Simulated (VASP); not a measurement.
# Pb in VASP: further runs

Pb is run at these levels: revPBE, BLYP, PBE, LDA; tasks: single point.

Everything below comes from runs of VASP 6.6.1. Logs are shortened: lines on timing, memory, paths and dates and some standing lists are left out, and cuts for length are marked.

### 1 The cell of the first run

Symmetry: Fd-3m, No. 227, cubic system. Conventional cell: a = 6.878 Å, b = 6.878 Å, c = 6.878 Å, α = 90.00°, β = 90.00°, γ = 90.00°. Pb (site symmetry -43m) has 4 Pb at 2.98 Å within 3.9 Å.

### 2 Single point, revPBE

File INCAR:

```
SYSTEM = Pb
PREC = Accurate
ENCUT = 520
EDIFF = 1E-7
ISMEAR = -1
SIGMA = 0.05
LREAL = .False.
LASPH = .True.
NELM = 80
ALGO = Normal
ISIF = 2
LWAVE = .False.
LCHARG = .False.
GGA = RE
NBANDS = 21
```

File KPOINTS:

```
regular mesh
0
Gamma
  7 7 7
  0 0 0
```

File POSCAR:

```
Pb
1.0
    0.0000000000      3.4390000555      3.4390000555
    3.4390000555      0.0000000000      3.4390000555
    3.4390000555      3.4390000555      0.0000000000
Pb
2
Direct
    0.2500000000      0.2500000000      0.2500000000
    0.0000000000      0.0000000000      0.0000000000
```

Potentials or basis: VASP PAW PBE potentials, release 64 (Pb_d).

Launch:

```bash
$ cat potpaw_PBE.64/Pb_d/POTCAR > POTCAR
$ mpirun -np 1 vasp_std > vasp.out
```

OUTCAR:

```text
SYSTEM = Pb
   PREC = Accurate
   ENCUT = 520
   EDIFF = 1E-7
   ISMEAR = -1
   LREAL = .False.
   LASPH = .True.
   NELM = 80
   ISIF = 2
   GGA = RE

 ion  position               nearest neighbor table
   1  0.250  0.250  0.250-   2 2.98   2 2.98   2 2.98   2 2.98
   2  0.000  0.000  0.000-   1 2.98   1 2.98   1 2.98   1 2.98

  LATTYP: Found a face centered cubic cell.
 ALAT       =     6.8780001110

  Lattice vectors:

 A1 = (   0.0000000000,   3.4390000555,   3.4390000555)
 A2 = (   3.4390000555,   0.0000000000,   3.4390000555)
 A3 = (   3.4390000555,   3.4390000555,   0.0000000000)

Analysis of symmetry for initial positions (statically):
=====================================================================
 Subroutine PRICEL returns:
 Original cell was already a primitive cell.

 Routine SETGRP: Setting up the symmetry group for a
 face centered cubic supercell.

 Subroutine GETGRP returns: Found 48 space group operations
 (whereof 24 operations were pure point group operations)
 out of a pool of 48 trial point group operations.

The static configuration has the point symmetry T_d .
 The point group associated with its full space group is O_h .

Analysis of symmetry for dynamics (positions and initial velocities):
=====================================================================
 Subroutine PRICEL returns:
 Original cell was already a primitive cell.

 Routine SETGRP: Setting up the symmetry group for a
 face centered cubic supercell.

 Subroutine GETGRP returns: Found 48 space group operations
 (whereof 24 operations were pure point group operations)
 out of a pool of 48 trial point group operations.

The dynamic configuration has the point symmetry T_d .
 The point group associated with its full space group is O_h .

 Subroutine INISYM returns: Found 48 space group operations
 (whereof 24 operations are pure point group operations),
 and found     1 'primitive' translations

----------------------------------------------------------------------------------------

                                     Primitive cell

  volume of cell :      81.3442

  direct lattice vectors                    reciprocal lattice vectors
     0.000000000  3.439000056  3.439000056    -0.145391100  0.145391100  0.145391100
     3.439000056  0.000000000  3.439000056     0.145391100 -0.145391100  0.145391100
     3.439000056  3.439000056  0.000000000     0.145391100  0.145391100 -0.145391100

  length of vectors
     4.863480519  4.863480519  4.863480519     0.251824772  0.251824772  0.251824772

  position of ions in fractional coordinates (direct lattice)
     0.250000000  0.250000000  0.250000000
     0.000000000  0.000000000  0.000000000

  ion indices of the primitive-cell ions
   primitive index   ion index
                 1           1
                 2           2

----------------------------------------------------------------------------------------

 KPOINTS: regular mesh

Automatic generation of k-mesh.
 Grid dimensions read from file:
 generate k-points for:    7    7    7

 Generating k-lattice:

  Cartesian coordinates                     Fractional coordinates (reciprocal lattice)
    -0.020770157  0.020770157  0.020770157     0.142857143  0.000000000  0.000000000
     0.020770157 -0.020770157  0.020770157     0.000000000  0.142857143  0.000000000
     0.020770157  0.020770157 -0.020770157     0.000000000  0.000000000  0.142857143

  Length of vectors
     0.035974967  0.035974967  0.035974967

  Shift w.r.t. Gamma in fractional coordinates (k-lattice)
     0.000000000  0.000000000  0.000000000

 Subroutine IBZKPT returns following result:
 ===========================================

 Found     20 irreducible k-points:

 Following reciprocal coordinates:
            Coordinates               Weight
  0.000000  0.000000  0.000000      1.000000
  0.142857  0.000000  0.000000      8.000000
  0.285714  0.000000  0.000000      8.000000
  0.428571  0.000000  0.000000      8.000000
  0.142857  0.142857  0.000000      6.000000
  0.285714  0.142857  0.000000     24.000000
[... 12 lines left out ...]
 -0.428571  0.428571  0.142857     24.000000
 -0.285714  0.428571  0.142857     24.000000
   k-points           NKPTS =     20   k-points in BZ     NKDIM =     20   number of bands    NBANDS=     21
   number of dos      NEDOS =    301   number of ions     NIONS =      2
   total plane-waves  NPLWV =  46656
   dimension x,y,z NGX =    36 NGY =   36 NGZ =   36
   dimension x,y,z NGXF=    72 NGYF=   72 NGZF=   72
   ions per type =               2
   NGX,Y,Z   is equivalent  to a cutoff of  12.31, 12.31, 12.31 a.u.
   NGXF,Y,Z  is equivalent  to a cutoff of  24.61, 24.61, 24.61 a.u.
 SYSTEM =  Pb
   PREC   = accura    normal or accurate (medium, high low for compatibility)
   ISTART =      0    job   : 0-new  1-cont  2-samecut
   ICHARG =      2    charge: 1-file 2-atom 10-const
   ISPIN  =      1    spin polarized calculation?
   LNONCOLLINEAR =      F non collinear calculations
   LSORBIT =      F    spin-orbit coupling
   LASPH  =      T    aspherical Exc in radial PAW
   ENCUT  =  520.0 eV  38.22 Ry    6.18 a.u.   9.04  9.04  9.04*2*pi/ulx,y,z
   NELM   =     80;   NELMIN=  2; NELMDL= -5     # of ELM steps
   EDIFF  = 0.1E-06   stopping-criterion for ELM
   LREAL  =      F    real-space projection
   EDIFFG = 0.1E-05   stopping-criterion for IOM
   NSW    =      0    number of steps for IOM
   IBRION =     -1    ionic relax: 0-MD 1-quasi-New 2-CG
   NFREE  =      0    steps in history (QN), initial steepest desc. (CG)
   ISIF   =      2    stress and relaxation
   ISYM   =      2    0-nonsym 1-usesym 2-fastsym
   POTIM  = 0.5000    time-step for ionic-motion
   TEBEG  =    0.0;   TEEND  =   0.0 temperature during run
   PSTRESS=    0.0 pullay stress
   NELECT =      28.0000    total number of electrons
   NUPDOWN=      -1.0000    fix difference up-down
   EMIN   =  10.00;   EMAX   =-10.00  energy-range for DOS
   EFERMI =   0.00;   METHOD = LEGACY
   ISMEAR =    -1;   SIGMA  =   0.05  broadening in eV -4-tet -1-fermi 0-gaus
   EFERMI_NEDOS =   21; number of points for ismear=-14 and -15
   IALGO  =     38    algorithm
   IMIX   =      4    mixing-type and parameters
     AMIX     =   0.40;   BMIX     =  1.00
     AMIX_MAG =   1.60;   BMIX_MAG =  1.00
  volume/ion in A,a.u.               =      40.67       274.47
  Fermi-wavevector in a.u.,A,eV,Ry     =   1.147322  2.168124 17.909999  1.316348
  Thomas-Fermi vector in A             =   2.284002
   LORBIT       =      0    0 simple, 1 ext, 2 COOP (PROOUT), +10 PAW based schemes
   GGA     = RE    functional components
   LHFCALC =     F    Hartree Fock is set to
   AEXX    =    0.0000 exact exchange contribution
   IVDW    =     0    specifies the selected vdW correction
   LEPSILON=     F    determine dielectric tensor
   LRPA    =     F    only Hartree local field effects (RPA)
 non-spin polarized calculation
  energy-cutoff  :      520.00
  volume of cell :       81.34
 maximum number of plane-waves:      2213
   NGX = 19   NGY = 19   NGZ = 19

 number of electron      28.0000001 magnetization

 Free energy of the ion-electron system (eV)
  ---------------------------------------------------
  ext. energy  EPLUGINS =         0.00000000
  ---------------------------------------------------
  free energy    TOTEN  =        -5.94749278 eV

  energy without entropy =       -5.94145356  energy(sigma->0) =       -5.94447317

 E-fermi :   4.4452     XC(G=0):  -8.2864

 val. band max:        4.4073580490   @ k =  -0.1429   0.1429   0.0000
 cond. band min:       4.4812202830   @ k =   0.1429   0.0000   0.0000
 fundamental gap:      0.0738622340
 Fermi energy:         4.4452376295

 k-point     1 :       0.0000    0.0000    0.0000
  band No.  band energies     occupation
      1     -12.7904      2.00000
      2     -12.7904      2.00000
      3     -12.7904      2.00000
      4     -12.7155      2.00000
      5     -12.7155      2.00000
      6     -12.2858      2.00000
[... 13 lines left out ...]
     20      12.5105      0.00000
     21      12.5105      0.00000

 k-point     2 :       0.1429    0.0000    0.0000
  band No.  band energies     occupation
      1     -12.8091      2.00000
      2     -12.8091      2.00000
      3     -12.7859      2.00000
      4     -12.6886      2.00000
      5     -12.6886      2.00000
      6     -12.3172      2.00000
[... 13 lines left out ...]
     20      11.7353      0.00000
     21      11.7353      0.00000

 k-point     3 :       0.2857    0.0000    0.0000
  band No.  band energies     occupation
      1     -12.8298      2.00000
      2     -12.8298      2.00000
      3     -12.7752      2.00000
      4     -12.6517      2.00000
      5     -12.6517      2.00000
      6     -12.3480      2.00000
[... 13 lines left out ...]
     20      11.7085      0.00000
     21      11.7085      0.00000

 k-point     4 :       0.4286    0.0000    0.0000
  band No.  band energies     occupation
      1     -12.8381      2.00000
      2     -12.8381      2.00000
      3     -12.7662      2.00000
      4     -12.6339      2.00000
      5     -12.6339      2.00000
      6     -12.3605      2.00000
[... 13 lines left out ...]
     20      12.6000      0.00000
     21      12.6000      0.00000

 k-point     5 :       0.1429    0.1429    0.0000
  band No.  band energies     occupation
      1     -12.8068      2.00000
      2     -12.8050      2.00000
      3     -12.8050      2.00000
      4     -12.6928      2.00000
      5     -12.6594      2.00000
      6     -12.3750      2.00000
[... 13 lines left out ...]
     20      10.6426      0.00000
     21      12.9787      0.00000
[... 286 lines left out ...]
     20      12.2362      0.00000
     21      12.9603      0.00000

 k-point    18 :      -0.4286    0.2857    0.1429
  band No.  band energies     occupation
      1     -12.8802      2.00000
      2     -12.8606      2.00000
      3     -12.7010      2.00000
      4     -12.5911      2.00000
      5     -12.5473      2.00000
      6     -12.4894      2.00000
[... 13 lines left out ...]
     20      12.5473      0.00000
     21      13.0560      0.00000

 k-point    19 :      -0.4286    0.4286    0.1429
  band No.  band energies     occupation
      1     -12.8738      2.00000
      2     -12.8710      2.00000
      3     -12.6913      2.00000
      4     -12.5956      2.00000
      5     -12.5420      2.00000
      6     -12.4667      2.00000
[... 13 lines left out ...]
     20      12.8625      0.00000
     21      14.1674      0.00000

 k-point    20 :      -0.2857    0.4286    0.1429
  band No.  band energies     occupation
      1     -12.8896      2.00000
      2     -12.8722      2.00000
      3     -12.6590      2.00000
      4     -12.5655      2.00000
      5     -12.5286      2.00000
      6     -12.4849      2.00000
[... 13 lines left out ...]
     20      13.0168      0.00000
     21      14.1943      0.00000

------------------------ aborting loop because EDIFF is reached ----------------------------------------

  FORCE on cell =-STRESS in cart. coord.  units (eV):
  Direction    XX          YY          ZZ          XY          YZ          ZX
  --------------------------------------------------------------------------------------
  -------------------------------------------------------------------------------------
  Total        1.6423514      1.6423514      1.6423514      0.0000000     -0.0000000      0.0000000
  in kB       32.3482003     32.3482003     32.3482003      0.0000000     -0.0000000      0.0000000
  external PRESSURE =      32.3482003 kB  Pullay stress =       0.0000000 kB

 VOLUME and BASIS-vectors are now :
 -----------------------------------------------------------------------------
  energy-cutoff  :      520.00
  volume of cell :       81.34
      direct lattice vectors                 reciprocal lattice vectors
     0.000000000  3.439000056  3.439000056    -0.145391100  0.145391100  0.145391100
     3.439000056  0.000000000  3.439000056     0.145391100 -0.145391100  0.145391100
     3.439000056  3.439000056  0.000000000     0.145391100  0.145391100 -0.145391100

 POSITION                                       TOTAL-FORCE (eV/Angst)
 -----------------------------------------------------------------------------------
      1.71950      1.71950      1.71950         0.000000      0.000000      0.000000
      0.00000      0.00000      0.00000        -0.000000     -0.000000     -0.000000
 -----------------------------------------------------------------------------------
    total drift:                                0.000000      0.000000      0.000000

  FREE ENERGIE OF THE ION-ELECTRON SYSTEM (eV)
  ---------------------------------------------------
  free  energy   TOTEN  =        -5.9474927752 eV

  energy  without entropy=       -5.9414535576  energy(sigma->0) =       -5.94447317
```

Wall time 26 s (1 thread of Intel Xeon Platinum 8488C (Sapphire Rapids), shared host); peak memory 0.2 GiB.

What came out:

```yaml
Free_energy: -5.9475 eV
Pressure: 3.2 GPa
Band_gap_on_the_k_mesh: zero (band 14 reaches 4.84 eV, above the bottom of band 15 at 3.73 eV)
```

Caveat: the PAW data sets were made with another functional, which shifts forces and pressure a little; spin-orbit coupling is left out, which moves the levels of the heavy elements.

### 3 Single point, BLYP

File INCAR:

```
SYSTEM = Pb
PREC     = Accurate       ! precision mode
ENCUT    = 520            ! plane-wave cutoff, eV
EDIFF    = 1E-6           ! SCF threshold, eV
ISMEAR   = -1             ! smearing method
SIGMA    = 0.05           ! smearing width, eV
LREAL    = .False.        ! projectors in reciprocal space
LASPH    = .True.         ! aspherical terms in the spheres
NELM     = 60             ! most SCF steps
ALGO     = Fast           ! electronic algorithm
ISIF     = 2              ! what is computed and relaxed
LWAVE    = .False.        ! write WAVECAR
LCHARG   = .False.        ! write CHGCAR
GGA      = B5             ! functional
ALDAX    = 1.0          
AGGAX    = 1.0          
AGGAC    = 1.0          
ALDAC    = 0.0          
NBANDS   = 21             ! bands
```

File KPOINTS:

```
Automatic mesh
0
Gamma
  7 7 7
  0 0 0
```

POSCAR is that of step 2.

Potentials or basis: VASP PAW PBE potentials, release 64 (Pb_d).

Launch:

```bash
$ cat potpaw_PBE.64/Pb_d/POTCAR > POTCAR
$ mpirun -np 1 vasp_std > vasp.out
```

Run time: 38 s. Hardware: 1 thread of Intel Xeon Platinum 8488C (Sapphire Rapids), shared host; peak memory 0.2 GiB.

It converged, with:

| Quantity | Value |
| --- | --- |
| Free energy | -5.4535 eV |
| Pressure | 4.7 GPa |
| Band gap on the k mesh | zero (band 14 reaches 5.18 eV, above the bottom of band 15 at 4.07 eV) |

Levels at points of the mesh, in eV from the Fermi level:
```csv
k point,band 10,band 11,band 12,band 13,band 14,band 15,band 16,band 17,band 18,band 19
"(0.00, 0.00, 0.00)",-16.63,-11.17,-4.03,0.40,0.40,0.40,2.39,2.39,2.39,4.41
```

Caveat: the PAW data sets were made with another functional, which shifts forces and pressure a little; spin-orbit coupling is left out, which moves the levels of the heavy elements.

(Continued in part 2 of 2.)
